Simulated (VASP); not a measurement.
# Si2W (fluorite type) (Fm-3m) in VASP: a series of runs, part 2 of 2

VASP 6.6.1.

## 4. Relaxation of cell and atoms, PBE, target pressure 29 GPa, at which the enthalpy is minimised

This run uses another cell than the first one, of 12.31 Å³/atom, 0.842 times its volume.

The input, INCAR:

```
ALGO = Normal
EDIFF = 1E-6
EDIFFG = -0.005
ENCUT = 600
GGA = PE
IBRION = 2
ISIF = 3
ISMEAR = -1
LASPH = T
LCHARG = F
LREAL = F
LWAVE = F
NELM = 100
NSW = 60
PREC = Accurate
PSTRESS = 290.0
SIGMA = 0.1
```

The input, KPOINTS:

```
k-points
0
Gamma
  10 10 10
```

The input, POSCAR:

```
Si2W
1.0
    0.0000000000      2.6427944122      2.6427944122
    2.6427944122      0.0000000000      2.6427944122
    2.6427944122      2.6427944122      0.0000000000
W Si
1 2
Direct
    0.0000000000      0.0000000000      0.0000000000
    0.2500000000      0.2500000000      0.2500000000
    0.7500000000      0.7500000000      0.7500000000
```

The run is started by

```
cat potpaw_PBE.64/W_sv/POTCAR potpaw_PBE.64/Si/POTCAR > POTCAR
mpirun -np 1 vasp_std > vasp.out
```

Wall time 1.9 min (1 thread of Intel Xeon Platinum 8488C (Sapphire Rapids), shared host); peak memory 0.2 GiB.

Results (log left out):

* Free energy: -21.6871 eV
* Relaxed volume: 14.62 Å³/atom
* Relaxed cell: a = 3.958 Å, b = 3.958 Å, c = 3.958 Å, α = 60.00°, β = 60.00°, γ = 60.00°
* Space group after relaxing (to 0.05 Å): Fm-3m (No. 225)
* Energy change on relaxing (the enthalpy is what falls): -784.4 meV/atom
* Ionic steps: 5
* Pressure after relaxing: 29.0 GPa
* Band gap on the k mesh: zero (band 11 reaches 11.39 eV, above the bottom of band 12 at 9.17 eV)

The path:
```tsv
step	energy change (eV)	largest force (eV/Å)	pressure (GPa)	volume (Å³)
1	0.0000	0.0000	86.86	36.92
2	-1.7417	0.0000	-20.47	66.11
3	-2.5419	0.0000	22.87	45.02
4	-2.3863	0.0000	27.97	44.04
5	-2.3531	0.0000	29.00	43.85
```

Final structure:
```cif
data_structure
_symmetry_space_group_name_H-M 'P 1'
_symmetry_Int_Tables_number 1
_cell_length_a 3.9582
_cell_length_b 3.9582
_cell_length_c 3.9582
_cell_angle_alpha 60.000
_cell_angle_beta 60.000
_cell_angle_gamma 60.000
_cell_volume 43.85
loop_
_atom_site_label
_atom_site_type_symbol
_atom_site_fract_x
_atom_site_fract_y
_atom_site_fract_z
_atom_site_occupancy
W1 W 0.00000 0.00000 0.00000 1
Si1 Si 0.25000 0.25000 0.25000 1
Si2 Si 0.75000 0.75000 0.75000 1
```

Levels at points of the mesh, in eV from the Fermi level:
| k point | band 8 | band 9 | band 10 | band 11 | band 12 | band 13 | band 14 | band 15 |
| --- | --- | --- | --- | --- | --- | --- | --- | --- |
| (0.00, 0.00, 0.00) | -5.23 | -1.60 | -1.37 | -1.37 | 3.85 | 3.85 | 3.85 | 5.00 |
| (0.50, 0.00, 0.00) | -4.51 | -2.04 | -0.41 | -0.41 | -0.34 | -0.34 | 1.06 | 7.32 |
| (0.50, 0.50, 0.00) | -3.30 | -3.30 | -1.53 | -1.26 | -1.26 | 0.48 | 6.75 | 6.97 |

Caveat: the cell is relaxed towards a set pressure, so the enthalpy falls and the energy may rise; the volume moved by over 15 % at a fixed basis, so the end points are rough; spin-orbit coupling is left out, which moves the levels of the heavy elements.

## 5. Relaxation of cell and atoms, PBE, target pressure 29 GPa, at which the enthalpy is minimised

The input, INCAR:

```
SYSTEM = Si2W
  PREC = Accurate
  ENCUT = 600
  EDIFF = 1E-6
  ISMEAR = -1
  SIGMA = 0.1
  LREAL = .False.
  LASPH = .True.
  NELM = 60
  ALGO = Normal
  ISIF = 3
  LWAVE = .False.
  LCHARG = .False.
  GGA = PE
  IBRION = 2
  NSW = 32
  EDIFFG = -0.005
  PSTRESS = 290.0
```

The input, KPOINTS:

```
Automatic mesh
0
Gamma
  10 10 10
  0 0 0
```

The input, POSCAR:

```
Si2W
1.0
    0.0000000000      2.7983388118      2.7983388118
    2.7983388118      0.0000000000      2.7983388118
    2.7983388118      2.7983388118      0.0000000000
W Si
1 2
Direct
    0.0000000000      0.0000000000      0.0000000000
    0.2500000000      0.2500000000      0.2500000000
    0.7500000000      0.7500000000      0.7500000000
```

The run is started by

```
cat potpaw_PBE.64/W_sv/POTCAR potpaw_PBE.64/Si/POTCAR > POTCAR
mpirun -np 1 vasp_std > vasp.out
```

Run time: 51 s. Hardware: 1 thread of Intel Xeon Platinum 8488C (Sapphire Rapids), shared host; peak memory 0.19 GiB.

It converged, with:

| Item | Value |
| --- | --- |
| Free energy | -21.6894 eV |
| Relaxed volume | 14.62 Å³/atom |
| Relaxed cell | a = 3.958 Å, b = 3.958 Å, c = 3.958 Å, α = 60.00°, β = 60.00°, γ = 60.00° |
| Space group after relaxing (to 0.05 Å) | Fm-3m (No. 225) |
| Energy change on relaxing (the enthalpy is what falls) | -1.9 meV/atom |
| Ionic steps | 3 |
| Pressure after relaxing | 29.0 GPa |
| Band gap on the k mesh | zero (band 11 reaches 11.39 eV, above the bottom of band 12 at 9.17 eV) |

Step by step:
| step | energy change (eV) | largest force (eV/Å) | pressure (GPa) | volume (Å³) |
| --- | --- | --- | --- | --- |
| 1 | 0.0000 | 0.0000 | 29.19 | 43.83 |
| 2 | -0.0197 | 0.0000 | 28.57 | 43.94 |
| 3 | -0.0056 | 0.0000 | 29.01 | 43.86 |

Final structure:
```
CELL_PARAMETERS angstrom
0.00000 2.79899 2.79899
2.79899 0.00000 2.79899
2.79899 2.79899 0.00000
ATOMIC_POSITIONS crystal
W 0.00000 0.00000 0.00000
Si 0.25000 0.25000 0.25000
Si 0.75000 0.75000 0.75000
```

Levels at points of the mesh, in eV from the Fermi level:
| k point | band 8 | band 9 | band 10 | band 11 | band 12 | band 13 | band 14 | band 15 |
| --- | --- | --- | --- | --- | --- | --- | --- | --- |
| (0.00, 0.00, 0.00) | -5.23 | -1.60 | -1.37 | -1.37 | 3.85 | 3.85 | 3.85 | 5.00 |
| (0.50, 0.00, 0.00) | -4.51 | -2.04 | -0.41 | -0.41 | -0.34 | -0.34 | 1.06 | 7.32 |
| (0.50, 0.50, 0.00) | -3.30 | -3.30 | -1.53 | -1.26 | -1.26 | 0.48 | 6.65 | 6.75 |

Caveat: the cell is relaxed towards a set pressure, so the enthalpy falls and the energy may rise; spin-orbit coupling is left out, which moves the levels of the heavy elements.

## 6. Overview

```csv
task,cell,cutoff (eV),gap on the mesh (eV),pressure (GPa)
single point,"a = 3.957 Å, angles 60.0°, 3 atoms",520,none,29.2
single point,"a = 3.956 Å, angles 60.0°, 3 atoms",520,none,29.4
relaxation of cell and atoms,"relaxed to 29 GPa from a = 3.737 Å, angles 60.0°, 3 atoms",600,none,29.0
relaxation of cell and atoms,"relaxed to 29 GPa from a = 3.957 Å, angles 60.0°, 3 atoms",600,none,29.0
```

Alike in all rows: level PBE; potentials or basis VASP PAW PBE potentials, release 64 (W_sv, Si); no spin polarisation; k mesh 10 × 10 × 10; smearing fermi-dirac 0.1 eV.

Caveats: spin-orbit coupling is left out, which moves the levels of the heavy elements; the cell is relaxed towards a set pressure, so the enthalpy falls and the energy may rise (some runs); the volume moved by over 15 % at a fixed basis, so the end points are rough (some runs).

Total energies depend on the potentials used, so only differences within one code and one set of settings carry meaning.
